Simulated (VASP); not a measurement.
# Rh (C2/c) in VASP: a series of runs

Runs on Rh. Level: BLYP. Tasks: single point.

All numbers are computed with VASP 6.6.1; they aren't measurements. Logs are shortened: lines on timing, memory, paths and dates and some standing lists are left out, and cuts for length are marked.

## (1) The cell of the first run

The typed cell holds 2 atoms: a = 4.462 Å, b = 4.462 Å, c = 2.838 Å, α = 90.01°, β = 90.01°, γ = 143.21°.

## (2) Single point, BLYP (volume scaled by 1.08)

Contents of INCAR:

```
PREC = Accurate ; ENCUT = 520
EDIFF = 1E-7 ; ISMEAR = -1
SIGMA = 0.1 ; LREAL = F
LASPH = T ; NELM = 80
ALGO = Normal ; ISIF = 2
LWAVE = F ; LCHARG = F
GGA = B5 ; ALDAX = 1.0
AGGAX = 1.0 ; AGGAC = 1.0
ALDAC = 0.0 ; NBANDS = 22
```

Contents of KPOINTS:

```
regular mesh
0
Gamma
  14 14 13
```

Contents of POSCAR:

```
Rh
1.0
   -2.7827680790      3.2048141588      1.3758849756
    3.2048141588     -2.7827680790      1.3758849756
    1.9608093248      1.9608093248     -0.6029068076
Rh
2
Direct
    0.0101195011      0.9898804989      0.0000000000
    0.7398804989      0.2601195011      0.5000000000
```

Potentials or basis: VASP PAW PBE potentials, release 64 (Rh_pv).

On the command line:

```console
cat potpaw_PBE.64/Rh_pv/POTCAR > POTCAR
mpirun -np 1 vasp_std > vasp.out
```

OUTCAR:

```text
PREC = Accurate
   ENCUT = 520
   EDIFF = 1E-7
   ISMEAR = -1
   LREAL = F
   LASPH = T
   NELM = 80
   ISIF = 2
   GGA = B5

 ion  position               nearest neighbor table
   1  0.010  0.990  0.000-   2 2.69   2 2.69   2 2.79   2 2.79   2 2.79   2 2.79
   2  0.740  0.260  0.500-   1 2.69   1 2.69   1 2.79   1 2.79   1 2.79   1 2.79

  LATTYP: Found a base centered monoclinic cell.
 ALAT       =     2.8157563196
 B/A-ratio  =     3.0072630744
 C/A-ratio  =     1.0078245713
 COS(beta)  =    -0.0004952192

  Lattice vectors:

 A1 = (  -2.7827680790,   3.2048141588,   1.3758849756)
 A2 = (   3.2048141588,  -2.7827680790,   1.3758849756)
 A3 = (   1.9608093248,   1.9608093248,  -0.6029068076)

Analysis of symmetry for initial positions (statically):
=====================================================================
 Subroutine PRICEL returns:
 Original cell was already a primitive cell.

 Routine SETGRP: Setting up the symmetry group for a
 base centered monoclinic supercell.

 Subroutine GETGRP returns: Found  4 space group operations
 (whereof  2 operations were pure point group operations)
 out of a pool of  4 trial point group operations.

The static configuration has the point symmetry C_2 .
 The point group associated with its full space group is C_2h.

Analysis of symmetry for dynamics (positions and initial velocities):
=====================================================================
 Subroutine PRICEL returns:
 Original cell was already a primitive cell.

 Routine SETGRP: Setting up the symmetry group for a
 base centered monoclinic supercell.

 Subroutine GETGRP returns: Found  4 space group operations
 (whereof  2 operations were pure point group operations)
 out of a pool of  4 trial point group operations.

The dynamic configuration has the point symmetry C_2 .
 The point group associated with its full space group is C_2h.

 Subroutine INISYM returns: Found  4 space group operations
 (whereof  2 operations are pure point group operations),
 and found     1 'primitive' translations

----------------------------------------------------------------------------------------

                                     Primitive cell

  volume of cell :      33.8307

  direct lattice vectors                    reciprocal lattice vectors
    -2.782768079  3.204814159  1.375884976    -0.030152998  0.136859322  0.347036646
     3.204814159 -2.782768079  1.375884976     0.136859322 -0.030152998  0.347036646
     1.960809325  1.960809325 -0.602906808     0.243512972  0.243512972 -0.074696430

  length of vectors
     4.461803608  4.461803608  2.837788406     0.374264760  0.374264760  0.352387134

  position of ions in fractional coordinates (direct lattice)
     0.010119501  0.989880499  0.000000000
     0.739880499  0.260119501  0.500000000

  ion indices of the primitive-cell ions
   primitive index   ion index
                 1           1
                 2           2

----------------------------------------------------------------------------------------

 KPOINTS: regular mesh

Automatic generation of k-mesh.
 Grid dimensions read from file:
 generate k-points for:   14   14   13

 Generating k-lattice:

  Cartesian coordinates                     Fractional coordinates (reciprocal lattice)
    -0.002153786  0.009775666  0.024788332     0.071428571  0.000000000 -0.000000000
     0.009775666 -0.002153786  0.024788332     0.000000000  0.071428571 -0.000000000
     0.018731767  0.018731767 -0.005745879     0.000000000  0.000000000  0.076923077

  Length of vectors
     0.026733197  0.026733197  0.027106703

  Shift w.r.t. Gamma in fractional coordinates (k-lattice)
     0.000000000  0.000000000  0.000000000

 Subroutine IBZKPT returns following result:
 ===========================================

 Found    687 irreducible k-points:

 Following reciprocal coordinates:
            Coordinates               Weight
  0.000000  0.000000  0.000000      1.000000
  0.071429  0.000000 -0.000000      4.000000
  0.142857  0.000000 -0.000000      4.000000
  0.214286 -0.000000 -0.000000      4.000000
  0.285714  0.000000 -0.000000      4.000000
  0.357143 -0.000000  0.000000      4.000000
[... 16 lines left out ...]
  0.214286  0.142857  0.000000      4.000000
  0.285714  0.142857  0.000000      4.000000
 [... further k-points ...]
   k-points           NKPTS =    687   k-points in BZ     NKDIM =    687   number of bands    NBANDS=     22
   number of dos      NEDOS =    301   number of ions     NIONS =      2
   total plane-waves  NPLWV =  31104
   dimension x,y,z NGX =    36 NGY =   36 NGZ =   24
   dimension x,y,z NGXF=    72 NGYF=   72 NGZF=   48
   ions per type =               2
   NGX,Y,Z   is equivalent  to a cutoff of  13.41, 13.41, 14.06 a.u.
   NGXF,Y,Z  is equivalent  to a cutoff of  26.83, 26.83, 28.12 a.u.
 SYSTEM =  unknown system
   PREC   = accura    normal or accurate (medium, high low for compatibility)
   ISTART =      0    job   : 0-new  1-cont  2-samecut
   ICHARG =      2    charge: 1-file 2-atom 10-const
   ISPIN  =      1    spin polarized calculation?
   LNONCOLLINEAR =      F non collinear calculations
   LSORBIT =      F    spin-orbit coupling
   LASPH  =      T    aspherical Exc in radial PAW
   ENCUT  =  520.0 eV  38.22 Ry    6.18 a.u.   8.30  8.30  5.28*2*pi/ulx,y,z
   NELM   =     80;   NELMIN=  2; NELMDL= -5     # of ELM steps
   EDIFF  = 0.1E-06   stopping-criterion for ELM
   LREAL  =      F    real-space projection
   EDIFFG = 0.1E-05   stopping-criterion for IOM
   NSW    =      0    number of steps for IOM
   IBRION =     -1    ionic relax: 0-MD 1-quasi-New 2-CG
   NFREE  =      0    steps in history (QN), initial steepest desc. (CG)
   ISIF   =      2    stress and relaxation
   ISYM   =      2    0-nonsym 1-usesym 2-fastsym
   POTIM  = 0.5000    time-step for ionic-motion
   TEBEG  =    0.0;   TEEND  =   0.0 temperature during run
   PSTRESS=    0.0 pullay stress
   NELECT =      30.0000    total number of electrons
   NUPDOWN=      -1.0000    fix difference up-down
   EMIN   =  10.00;   EMAX   =-10.00  energy-range for DOS
   EFERMI =   0.00;   METHOD = LEGACY
   ISMEAR =    -1;   SIGMA  =   0.10  broadening in eV -4-tet -1-fermi 0-gaus
   EFERMI_NEDOS =   21; number of points for ismear=-14 and -15
   IALGO  =     38    algorithm
   IMIX   =      4    mixing-type and parameters
     AMIX     =   0.40;   BMIX     =  1.00
     AMIX_MAG =   1.60;   BMIX_MAG =  1.00
  volume/ion in A,a.u.               =      16.92       114.15
  Fermi-wavevector in a.u.,A,eV,Ry     =   1.572817  2.972192 33.657439  2.473752
  Thomas-Fermi vector in A             =   2.674194
   LORBIT       =      0    0 simple, 1 ext, 2 COOP (PROOUT), +10 PAW based schemes
   GGA     = B5    functional components
   LHFCALC =     F    Hartree Fock is set to
   AEXX    =    0.0000 exact exchange contribution
   IVDW    =     0    specifies the selected vdW correction
   LEPSILON=     F    determine dielectric tensor
   LRPA    =     F    only Hartree local field effects (RPA)
 non-spin polarized calculation
  energy-cutoff  :      520.00
  volume of cell :       33.83
 maximum number of plane-waves:       931
 NGX is ok and might be reduce to    36
   NGX = 17   NGY = 17   NGZ = 11

 number of electron      30.0000001 magnetization

 Free energy of the ion-electron system (eV)
  ---------------------------------------------------
  ext. energy  EPLUGINS =         0.00000000
  ---------------------------------------------------
  free energy    TOTEN  =       -11.99984319 eV

  energy without entropy =      -11.88383505  energy(sigma->0) =      -11.94183912

 E-fermi :   9.0347     XC(G=0): -12.0453

 val. band max:        9.0343538148   @ k =   0.5000   0.3571   0.3077
 cond. band min:       9.0351686487   @ k =  -0.2143  -0.3571   0.3077
 fundamental gap:      0.0008148339
 Fermi energy:         9.0346545500

 k-point     1 :       0.0000    0.0000    0.0000
  band No.  band energies     occupation
      1     -37.3626      2.00000
      2     -36.9865      2.00000
      3     -36.8906      2.00000
      4     -36.8692      2.00000
      5     -36.8267      2.00000
      6     -36.8091      2.00000
[... 14 lines left out ...]
     21      25.8425      0.00000
     22      26.3341      0.00000

 k-point     2 :       0.0714    0.0000   -0.0000
  band No.  band energies     occupation
      1     -37.3580      2.00000
      2     -36.9837      2.00000
      3     -36.9136      2.00000
      4     -36.8609      2.00000
      5     -36.8386      2.00000
      6     -36.8100      2.00000
[... 14 lines left out ...]
     21      24.5656      0.00000
     22      25.3658      0.00000

 k-point     3 :       0.1429    0.0000   -0.0000
  band No.  band energies     occupation
      1     -37.3450      2.00000
      2     -36.9757      2.00000
      3     -36.9579      2.00000
      4     -36.8714      2.00000
      5     -36.8582      2.00000
      6     -36.8125      2.00000
[... 14 lines left out ...]
     21      22.7863      0.00000
     22      23.7975      0.00000

 k-point     4 :       0.2143   -0.0000   -0.0000
  band No.  band energies     occupation
      1     -37.3262      2.00000
      2     -37.0127      2.00000
      3     -36.9635      2.00000
      4     -36.9169      2.00000
      5     -36.8648      2.00000
      6     -36.8169      2.00000
[... 14 lines left out ...]
     21      22.3389      0.00000
     22      23.8577      0.00000

 k-point     5 :       0.2857    0.0000   -0.0000
  band No.  band energies     occupation
      1     -37.3058      2.00000
      2     -37.0703      2.00000
      3     -36.9636      2.00000
      4     -36.9487      2.00000
      5     -36.8782      2.00000
      6     -36.8229      2.00000
[... 417 lines left out ...]
 k-point    22 :       0.1429    0.1429   -0.0000
  band No.  band energies     occupation
      1     -37.3231      2.00000
      2     -37.0560      2.00000
      3     -36.9767      2.00000
      4     -36.9555      2.00000
      5     -36.8614      2.00000
      6     -36.8160      2.00000
[... 14 lines left out ...]
     21      20.1003      0.00000
     22      24.8434      0.00000

 k-point    23 :       0.2143    0.1429    0.0000
  band No.  band energies     occupation
      1     -37.3087      2.00000
      2     -37.1012      2.00000
      3     -37.0199      2.00000
      4     -36.9417      2.00000
      5     -36.8743      2.00000
      6     -36.8220      2.00000
[... 14 lines left out ...]
     21      19.7429      0.00000
     22      26.1839      0.00000

 k-point    24 :       0.2857    0.1429    0.0000
  band No.  band energies     occupation
      1     -37.2954      2.00000
      2     -37.1347      2.00000
      3     -37.0429      2.00000
      4     -36.9279      2.00000
      5     -36.8913      2.00000
      6     -36.8303      2.00000
[... 14 lines left out ...]
     21      20.8617      0.00000
     22      25.8579      0.00000

 [... further k-points ...]

------------------------ aborting loop because EDIFF is reached ----------------------------------------

  FORCE on cell =-STRESS in cart. coord.  units (eV):
  Direction    XX          YY          ZZ          XY          YZ          ZX
  --------------------------------------------------------------------------------------
  -------------------------------------------------------------------------------------
  Total       -2.6287513     -2.6287513     -2.2330629      0.0051750      0.0656615      0.0656615
  in kB     -124.4940393   -124.4940393   -105.7547851      0.2450791      3.1096401      3.1096391
  external PRESSURE =    -118.2476212 kB  Pullay stress =       0.0000000 kB

 VOLUME and BASIS-vectors are now :
 -----------------------------------------------------------------------------
  energy-cutoff  :      520.00
  volume of cell :       33.83
      direct lattice vectors                 reciprocal lattice vectors
    -2.782768079  3.204814159  1.375884976    -0.030152998  0.136859322  0.347036646
     3.204814159 -2.782768079  1.375884976     0.136859322 -0.030152998  0.347036646
     1.960809325  1.960809325 -0.602906808     0.243512972  0.243512972 -0.074696430

 POSITION                                       TOTAL-FORCE (eV/Angst)
 -----------------------------------------------------------------------------------
      3.14422     -2.72218      1.37588        -0.057866      0.057866      0.000000
     -0.24488      2.62773      1.07443         0.057866     -0.057866     -0.000000
 -----------------------------------------------------------------------------------
    total drift:                               -0.000000     -0.000000     -0.000000

  FREE ENERGIE OF THE ION-ELECTRON SYSTEM (eV)
  ---------------------------------------------------
  free  energy   TOTEN  =       -11.9998431929 eV

  energy  without entropy=      -11.8838350537  energy(sigma->0) =      -11.94183912
```

Wall time 11 min (1 thread of Oxide Virtual Turin-like, shared host); peak memory 0.46 GiB.

What came out:

| Property | Result |
| --- | --- |
| Free energy | -11.9998 eV |
| Pressure | -11.8 GPa |
| Largest force | 0.082 eV/Å |
| Band gap on the k mesh | zero (band 15 reaches 9.85 eV, above the bottom of band 16 at 8.33 eV) |

Forces in eV/Å, atoms in the order of the input:
```
Rh  -0.058  0.058  0.000
Rh   0.058 -0.058  0.000
```

Stress tensor (GPa, compression positive):
```
-12.45   0.02   0.31
  0.02 -12.45   0.31
  0.31   0.31 -10.58
```

Caveat: the PAW data sets were made with another functional, which shifts forces and pressure a little.

(Part 1 of 2 ends here.)
